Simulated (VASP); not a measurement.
# Mg27HO26 (a cell with a defect) (Periclase) in VASP: single point with PBE

Aim: the single point of Mg27HO26 (a cell with a defect) (Periclase) with PBE.

Everything below comes from runs of VASP 6.6.1. Logs are shortened: lines on timing, memory, paths and dates and some standing lists are left out, and cuts for length are marked.

## 1. The cell of the first run

The cell holds a defect, 54 atoms: a = 8.946 Å, b = 8.946 Å, c = 8.946 Å, α = 60.00°, β = 60.00°, γ = 60.00°.

## 2. Single point, PBE

File INCAR:

```
PREC = Accurate ; ENCUT = 520
EDIFF = 1E-6 ; ISMEAR = -1
SIGMA = 0.01 ; LREAL = Auto
LASPH = T ; NELM = 60
ALGO = Normal ; ISIF = 2
LWAVE = F ; LCHARG = F
GGA = PE ; NBANDS = 138
NELECT = 210.0
```

File KPOINTS:

```
Automatic mesh
0
Gamma
  3 3 3
```

File POSCAR:

```
Mg27HO26
1.0
    0.0000000000      6.3255000000      6.3255000000
    6.3255000000      0.0000000000      6.3255000000
    6.3255000000      6.3255000000      0.0000000000
Mg H O
27 1 26
Direct
   -0.0001435680     -0.0001435680     -0.0001435680
   -0.0071409130     -0.0071409130      0.3404742464
   -0.0001435680     -0.0001435680      0.6670973706
   -0.0071409130      0.3404742464     -0.0071409130
   -0.0071409130      0.3404742464      0.3404742464
   -0.0004159104      0.3337492437      0.6666666667
   -0.0001435680      0.6670973706     -0.0001435680
   -0.0004159104      0.6666666667      0.3337492437
   -0.0004159104      0.6666666667      0.6666666667
    0.3404742464     -0.0071409130     -0.0071409130
    0.3404742464     -0.0071409130      0.3404742464
    0.3337492437     -0.0004159104      0.6666666667
    0.3404742464      0.3404742464     -0.0071409130
    0.3334769013      0.3334769013      0.3334769013
    0.3334769013      0.3334769013      0.6662359627
    0.3337492437      0.6666666667     -0.0004159104
    0.3334769013      0.6662359627      0.3334769013
    0.3337492437      0.6666666667      0.6666666667
    0.6670973706     -0.0001435680     -0.0001435680
    0.6666666667     -0.0004159104      0.3337492437
    0.6666666667     -0.0004159104      0.6666666667
    0.6666666667      0.3337492437     -0.0004159104
    0.6662359627      0.3334769013      0.3334769013
    0.6666666667      0.3337492437      0.6666666667
    0.6666666667      0.6666666667     -0.0004159104
    0.6666666667      0.6666666667      0.3337492437
    0.6666666667      0.6666666667      0.6666666667
    0.1666666667      0.1666666667      0.1666666667
    0.1666666667      0.1666666667      0.4967061017
    0.1666666667      0.1666666667      0.8366272316
    0.1666666667      0.4967061017      0.1666666667
    0.1662644020      0.5001340882      0.5001340882
    0.1666666667      0.4967061017      0.8366272316
    0.1666666667      0.8366272316      0.1666666667
    0.1666666667      0.8366272316      0.4967061017
    0.1670689313      0.8331992451      0.8331992451
    0.4967061017      0.1666666667      0.1666666667
    0.5001340882      0.1662644020      0.5001340882
    0.4967061017      0.1666666667      0.8366272316
    0.5001340882      0.5001340882      0.1662644020
    0.5001340882      0.5001340882      0.5001340882
    0.5008487324      0.5008487324      0.8324846010
    0.4967061017      0.8366272316      0.1666666667
    0.5008487324      0.8324846010      0.5008487324
    0.5008487324      0.8324846010      0.8324846010
    0.8366272316      0.1666666667      0.1666666667
    0.8366272316      0.1666666667      0.4967061017
    0.8331992451      0.1670689313      0.8331992451
    0.8366272316      0.4967061017      0.1666666667
    0.8324846010      0.5008487324      0.5008487324
    0.8324846010      0.5008487324      0.8324846010
    0.8331992451      0.8331992451      0.1670689313
    0.8324846010      0.8324846010      0.5008487324
    0.8331992451      0.8331992451      0.8331992451
```

Potentials or basis: VASP PAW PBE potentials, release 64 (Mg, H, O).

Command:

```bash
$ cat potpaw_PBE.64/Mg/POTCAR potpaw_PBE.64/H/POTCAR potpaw_PBE.64/O/POTCAR > POTCAR
$ mpirun -np 1 vasp_std > vasp.out
```

OUTCAR:

```text
PREC = Accurate
   ENCUT = 520
   EDIFF = 1E-6
   ISMEAR = -1
   LREAL = Auto
   LASPH = T
   NELM = 60
   ISIF = 2
   GGA = PE
   NELECT = 210.0

 ion  position               nearest neighbor table
   1  1.000  1.000  1.000-  52 2.11  48 2.11  36 2.11  46 2.11  34 2.11  30 2.11   3 2.98   7 2.98
                            19 2.98   8 2.98  12 2.98  16 2.98   6 2.98  20 2.98  22 2.98  10 2.99
   2  0.993  0.993  0.340-  53 2.03  47 2.09  35 2.09  34 2.09  46 2.09  28 2.20   9 2.92  21 2.92
                            20 2.92   8 2.92   3 2.99  17 2.99  23 2.99   1 2.99  10 3.11  11 3.11
   3  1.000  1.000  0.667-  36 2.11  48 2.11  54 2.11  35 2.11  47 2.11  29 2.11   1 2.98   7 2.98
                            19 2.98   9 2.98  21 2.98  18 2.98  24 2.98   6 2.98  12 2.98   2 2.99
   4  0.993  0.340  0.993-  51 2.03  49 2.09  33 2.09  30 2.09  46 2.09  28 2.20   9 2.92  25 2.92
                            22 2.92   6 2.92   7 2.99  23 2.99  15 2.99   1 2.99  10 3.11  13 3.11
   5  0.993  0.340  0.340-  50 2.03  31 2.09  29 2.09  49 2.09  47 2.09  28 2.20   6 2.92   8 2.92
                            24 2.92  26 2.92  14 2.99   3 2.99   7 2.99  23 2.99  11 3.11  13 3.11
   6  1.000  0.334  0.667-  50 2.11  51 2.11  48 2.11  32 2.11  29 2.13  30 2.13   5 2.92   4 2.92
                            22 2.98  24 2.98  27 2.98   9 2.98   8 2.98   1 2.98  15 2.98   3 2.98
   7  1.000  0.667  1.000-  36 2.11  52 2.11  54 2.11  33 2.11  49 2.11  31 2.11   1 2.98   3 2.98
                            19 2.98   9 2.98  25 2.98  18 2.98  26 2.98   8 2.98  16 2.98   4 2.99
   8  1.000  0.667  0.334-  50 2.11  53 2.11  52 2.11  32 2.11  34 2.13  31 2.13   5 2.92   2 2.92
                            20 2.98  26 2.98  27 2.98   9 2.98   6 2.98   1 2.98  17 2.98   7 2.98
   9  1.000  0.667  0.667-  51 2.11  53 2.11  54 2.11  32 2.11  35 2.13  33 2.13   2 2.92   4 2.92
[... 62 lines left out ...]
  53  0.832  0.832  0.501-   2 2.03  27 2.10  21 2.11   9 2.11   8 2.11  20 2.11
  54  0.833  0.833  0.833-   9 2.11  21 2.11  25 2.11  19 2.11   7 2.11   3 2.11

  LATTYP: Found a face centered cubic cell.
 ALAT       =    12.6510000000

  Lattice vectors:

 A1 = (   0.0000000000,   6.3255000000,   6.3255000000)
 A2 = (   6.3255000000,   0.0000000000,   6.3255000000)
 A3 = (   6.3255000000,   6.3255000000,   0.0000000000)

Analysis of symmetry for initial positions (statically):
=====================================================================
 Subroutine PRICEL returns:
 Original cell was already a primitive cell.

 Routine SETGRP: Setting up the symmetry group for a
 face centered cubic supercell.

 Subroutine GETGRP returns: Found 48 space group operations
 (whereof  6 operations were pure point group operations)
 out of a pool of 48 trial point group operations.

The static configuration has the point symmetry C_3v.
 The point group associated with its full space group is O_h .

Analysis of symmetry for dynamics (positions and initial velocities):
=====================================================================
 Subroutine PRICEL returns:
 Original cell was already a primitive cell.

 Routine SETGRP: Setting up the symmetry group for a
 face centered cubic supercell.

 Subroutine GETGRP returns: Found 48 space group operations
 (whereof  6 operations were pure point group operations)
 out of a pool of 48 trial point group operations.

The dynamic configuration has the point symmetry C_3v.
 The point group associated with its full space group is O_h .

 Subroutine INISYM returns: Found 48 space group operations
 (whereof  6 operations are pure point group operations),
 and found     1 'primitive' translations

----------------------------------------------------------------------------------------

                                     Primitive cell

  volume of cell :     506.1912

  direct lattice vectors                    reciprocal lattice vectors
     0.000000000  6.325500000  6.325500000    -0.079045135  0.079045135  0.079045135
     6.325500000  0.000000000  6.325500000     0.079045135 -0.079045135  0.079045135
     6.325500000  6.325500000  0.000000000     0.079045135  0.079045135 -0.079045135

  length of vectors
     8.945607889  8.945607889  8.945607889     0.136910190  0.136910190  0.136910190

  position of ions in fractional coordinates (direct lattice)
     0.999856432  0.999856432  0.999856432
     0.992859087  0.992859087  0.340474246
     0.999856432  0.999856432  0.667097371
     0.992859087  0.340474246  0.992859087
     0.992859087  0.340474246  0.340474246
     0.999584090  0.333749244  0.666666667
[... 46 lines left out ...]
     0.832484601  0.832484601  0.500848732
     0.833199245  0.833199245  0.833199245

  ion indices of the primitive-cell ions
   primitive index   ion index
                 1           1
                 2           2
                 3           3
                 4           4
                 5           5
                 6           6
[... 46 lines left out ...]
                53          53
                54          54

----------------------------------------------------------------------------------------

 KPOINTS: Automatic mesh

Automatic generation of k-mesh.
 Grid dimensions read from file:
 generate k-points for:    3    3    3

 Generating k-lattice:

  Cartesian coordinates                     Fractional coordinates (reciprocal lattice)
    -0.026348378  0.026348378  0.026348378     0.333333333  0.000000000  0.000000000
     0.026348378 -0.026348378  0.026348378     0.000000000  0.333333333  0.000000000
     0.026348378  0.026348378 -0.026348378     0.000000000  0.000000000  0.333333333

  Length of vectors
     0.045636730  0.045636730  0.045636730

  Shift w.r.t. Gamma in fractional coordinates (k-lattice)
     0.000000000  0.000000000  0.000000000

 Subroutine IBZKPT returns following result:
 ===========================================

 Found      4 irreducible k-points:

 Following reciprocal coordinates:
            Coordinates               Weight
  0.000000  0.000000  0.000000      1.000000
  0.333333  0.000000  0.000000      8.000000
  0.333333  0.333333  0.000000      6.000000
 -0.333333  0.333333  0.000000     12.000000
   k-points           NKPTS =      4   k-points in BZ     NKDIM =      4   number of bands    NBANDS=    138
   number of dos      NEDOS =    301   number of ions     NIONS =     54
   total plane-waves  NPLWV = 343000
   dimension x,y,z NGX =    70 NGY =   70 NGZ =   70
   dimension x,y,z NGXF=   140 NGYF=  140 NGZF=  140
   ions per type =              27   1  26
   NGX,Y,Z   is equivalent  to a cutoff of  13.01, 13.01, 13.01 a.u.
   NGXF,Y,Z  is equivalent  to a cutoff of  26.02, 26.02, 26.02 a.u.
 SYSTEM =  unknown system
   PREC   = accura    normal or accurate (medium, high low for compatibility)
   ISTART =      0    job   : 0-new  1-cont  2-samecut
   ICHARG =      2    charge: 1-file 2-atom 10-const
   ISPIN  =      1    spin polarized calculation?
   LNONCOLLINEAR =      F non collinear calculations
   LSORBIT =      F    spin-orbit coupling
   LASPH  =      T    aspherical Exc in radial PAW
   ENCUT  =  520.0 eV  38.22 Ry    6.18 a.u.  16.63 16.63 16.63*2*pi/ulx,y,z
   NELM   =     60;   NELMIN=  2; NELMDL= -5     # of ELM steps
   EDIFF  = 0.1E-05   stopping-criterion for ELM
   LREAL  =      T    real-space projection
   EDIFFG = 0.1E-04   stopping-criterion for IOM
   NSW    =      0    number of steps for IOM
   IBRION =     -1    ionic relax: 0-MD 1-quasi-New 2-CG
   NFREE  =      0    steps in history (QN), initial steepest desc. (CG)
   ISIF   =      2    stress and relaxation
   ISYM   =      2    0-nonsym 1-usesym 2-fastsym
   POTIM  = 0.5000    time-step for ionic-motion
   TEBEG  =    0.0;   TEEND  =   0.0 temperature during run
   PSTRESS=    0.0 pullay stress
   NELECT =     210.0000    total number of electrons
   NUPDOWN=      -1.0000    fix difference up-down
   EMIN   =  10.00;   EMAX   =-10.00  energy-range for DOS
   EFERMI =   0.00;   METHOD = LEGACY
   ISMEAR =    -1;   SIGMA  =   0.01  broadening in eV -4-tet -1-fermi 0-gaus
   EFERMI_NEDOS =   21; number of points for ismear=-14 and -15
   IALGO  =     38    algorithm
   IMIX   =      4    mixing-type and parameters
     AMIX     =   0.40;   BMIX     =  1.00
     AMIX_MAG =   1.60;   BMIX_MAG =  1.00
  volume/ion in A,a.u.               =       9.37        63.26
  Fermi-wavevector in a.u.,A,eV,Ry     =   1.220983  2.307324 20.283570  1.490800
  Thomas-Fermi vector in A             =   2.356182
   LORBIT       =      0    0 simple, 1 ext, 2 COOP (PROOUT), +10 PAW based schemes
   GGA     = PE    functional components
   LHFCALC =     F    Hartree Fock is set to
   AEXX    =    0.0000 exact exchange contribution
   IVDW    =     0    specifies the selected vdW correction
   LEPSILON=     F    determine dielectric tensor
   LRPA    =     F    only Hartree local field effects (RPA)
 non-spin polarized calculation
  energy-cutoff  :      520.00
  volume of cell :      506.19
 maximum number of plane-waves:     13666
 NGX is ok and might be reduce to    70
   NGX = 33   NGY = 33   NGZ = 33

 number of electron     210.0000005 magnetization

 Free energy of the ion-electron system (eV)
  ---------------------------------------------------
  ext. energy  EPLUGINS =         0.00000000
  ---------------------------------------------------
  free energy    TOTEN  =      -320.59331891 eV

  energy without entropy =     -320.59331891  energy(sigma->0) =     -320.59331891

 E-fermi :   3.3001     XC(G=0): -10.9776

 val. band max:        3.0445170578   @ k =   0.0000   0.0000   0.0000
 cond. band min:       8.0476522775   @ k =   0.0000   0.0000   0.0000
 fundamental gap:      5.0031352197
 Fermi energy:         3.3000999377

 k-point     1 :       0.0000    0.0000    0.0000
  band No.  band energies     occupation
      1     -14.1001      2.00000
      2     -13.2690      2.00000
      3     -13.2690      2.00000
      4     -13.2690      2.00000
      5     -13.2114      2.00000
      6     -13.2114      2.00000
[... 469 lines left out ...]
    116      12.0142      0.00000
    117      12.1394      0.00000
 [bands above 117 left out]

------------------------ aborting loop because EDIFF is reached ----------------------------------------

  FORCE on cell =-STRESS in cart. coord.  units (eV):
  Direction    XX          YY          ZZ          XY          YZ          ZX
  --------------------------------------------------------------------------------------
  -------------------------------------------------------------------------------------
  Total        3.8432658      3.8432658      3.8432658     -0.0000000     -0.0000000      0.0000000
  in kB       12.1645606     12.1645606     12.1645606     -0.0000000     -0.0000000      0.0000000
  external PRESSURE =      12.1645606 kB  Pullay stress =       0.0000000 kB

 VOLUME and BASIS-vectors are now :
 -----------------------------------------------------------------------------
  energy-cutoff  :      520.00
  volume of cell :      506.19
      direct lattice vectors                 reciprocal lattice vectors
     0.000000000  6.325500000  6.325500000    -0.079045135  0.079045135  0.079045135
     6.325500000  0.000000000  6.325500000     0.079045135 -0.079045135  0.079045135
     6.325500000  6.325500000  0.000000000     0.079045135  0.079045135 -0.079045135

 POSITION                                       TOTAL-FORCE (eV/Angst)
 -----------------------------------------------------------------------------------
     12.64918     12.64918     12.64918        -0.004444     -0.004444     -0.004444
      8.43400      8.43400     12.56066         0.000000      0.000000     -0.010239
     10.54432     10.54432     12.64918         0.004444      0.004444     -0.004444
      8.43400     12.56066      8.43400         0.000000     -0.010239      0.000000
      4.30734      8.43400      8.43400         0.010239      0.000000      0.000000
      6.32813     10.53987      8.43400        -0.006710      0.006710      0.000000
[... 46 lines left out ...]
      8.43400      8.43400     10.53176         0.000000      0.000000     -0.020678
     10.54080     10.54080     10.54080        -0.004840     -0.004840     -0.004840
 -----------------------------------------------------------------------------------
    total drift:                               -0.000019     -0.000019     -0.000018

  FREE ENERGIE OF THE ION-ELECTRON SYSTEM (eV)
  ---------------------------------------------------
  free  energy   TOTEN  =      -320.5933189119 eV

  energy  without entropy=     -320.5933189119  energy(sigma->0) =     -320.59331891
```

Wall time 11 min (1 thread of AMD EPYC 9R14 (Zen 4), shared host); peak memory 0.76 GiB.

Results:

```
Free energy   : -320.5933 eV
Largest force : 0.021 eV/Å
```

Forces in eV/Å, atoms in the order of the input:
```
Mg  -0.004 -0.004 -0.004
Mg   0.000  0.000 -0.010
Mg   0.004  0.004 -0.004
Mg   0.000 -0.010  0.000
Mg   0.010  0.000  0.000
Mg  -0.007  0.007  0.000
Mg   0.004 -0.004  0.004
Mg  -0.007  0.000  0.007
Mg   0.000  0.007  0.007
Mg  -0.010  0.000  0.000
Mg   0.000  0.010  0.000
Mg   0.007 -0.007  0.000
Mg   0.000  0.000  0.010
Mg   0.004  0.004  0.004
Mg  -0.004 -0.004  0.004
Mg   0.007  0.000 -0.007
Mg  -0.004  0.004 -0.004
Mg   0.000 -0.007 -0.007
Mg  -0.004  0.004  0.004
Mg   0.000 -0.007  0.007
Mg   0.007  0.000  0.007
Mg   0.000  0.007 -0.007
Mg   0.004 -0.004 -0.004
Mg  -0.007  0.000 -0.007
Mg   0.007  0.007  0.000
Mg  -0.007 -0.007  0.000
Mg   0.000  0.000  0.000
H    0.000  0.000  0.000
O   -0.005 -0.005  0.000
O    0.005  0.005  0.000
O   -0.005  0.000 -0.005
O    0.005 -0.005 -0.005
O    0.000  0.005 -0.005
O    0.005  0.000  0.005
O    0.000 -0.005  0.005
O   -0.005  0.005  0.005
O    0.000 -0.005 -0.005
O   -0.005  0.005 -0.005
O    0.005  0.000 -0.005
O   -0.005 -0.005  0.005
O    0.005  0.005  0.005
O    0.000  0.000  0.021
O    0.005 -0.005  0.000
O    0.000  0.021  0.000
O   -0.021  0.000  0.000
O    0.000  0.005  0.005
O   -0.005  0.000  0.005
O    0.005 -0.005  0.005
O   -0.005  0.005  0.000
O    0.021  0.000  0.000
O    0.000 -0.021  0.000
O    0.005  0.005 -0.005
O    0.000  0.000 -0.021
O   -0.005 -0.005 -0.005
```

Levels at points of the mesh, in eV from the Fermi level:
| k point | band 102 | band 103 | band 104 | band 105 | band 106 | band 107 | band 108 | band 109 |
| --- | --- | --- | --- | --- | --- | --- | --- | --- |
| (0.00, 0.00, 0.00) | -0.65 | -0.26 | -0.26 | -0.26 | 4.75 | 6.37 | 6.37 | 6.37 |

Caveat: the cell carries a net charge on a neutralising background, which shifts energy and pressure; the cell is charged against a uniform background, so pressure and absolute levels hang on convention.
